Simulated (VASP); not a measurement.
Set up this calculation in VASP 6.6.1, as the native input.

| Item | Value |
| --- | --- |
| Task | single point |
| Functional | PBE |
| Potentials or basis | VASP PAW PBE potentials, release 64 (Mg, O) |
| Cutoff | 520 eV |
| k mesh | 12 × 12 × 10 |
| Occupations | gaussian, width 0.02 eV |
| Spin | no spin polarisation |
| Dipole correction | no |
| Further INCAR settings | ALGO = Normal; EDIFF = 1e-06; NBANDS = 11 |

The structure of MgO lies in POSCAR:

```
MgO
1.0
    3.0463457341      0.0209187088     -0.0164822973
   -1.5050567338      2.6068384660      0.0329727238
   -0.0150330048      0.0260464896      2.6870759168
Mg O
1 1
Direct
   -0.0117905955     -0.0058952978      0.0000000000
    0.3451239255      0.6725619678      0.5000000000
```

This cell differs from its parent crystal: strained and its atoms moved.

The input as run:

INCAR

```
SYSTEM = MgO
PREC = Accurate
ENCUT = 520
EDIFF = 1E-6
ISMEAR = 0
SIGMA = 0.02
LREAL = .FALSE.
LASPH = .TRUE.
NELM = 80
ALGO = Normal
ISIF = 2
LWAVE = .FALSE.
LCHARG = .FALSE.
GGA = PE
NBANDS = 11
```

KPOINTS

```
Automatic mesh
0
G
  12 12 10
  0 0 0
```

Potentials or basis: VASP PAW PBE potentials, release 64 (Mg, O).

Command:

```bash
$ cat potpaw_PBE.64/Mg/POTCAR potpaw_PBE.64/O/POTCAR > POTCAR
$ mpirun -np 1 vasp_std > vasp.out
```

Results of the run:

```yaml
Pressure: -7.9 GPa
Largest_force: 0.176 eV/Å
Band_gap_on_the_k_mesh: 2.35 eV (least direct gap 2.67 eV)
```

Caveat: the cell differs from its parent crystal (strained and its atoms moved); the stress differs along the axes, from -13 to 0 GPa.

Run time: 46 s on 1 thread of Intel Xeon 8259CL, on a shared host, peak memory 0.22 GiB.
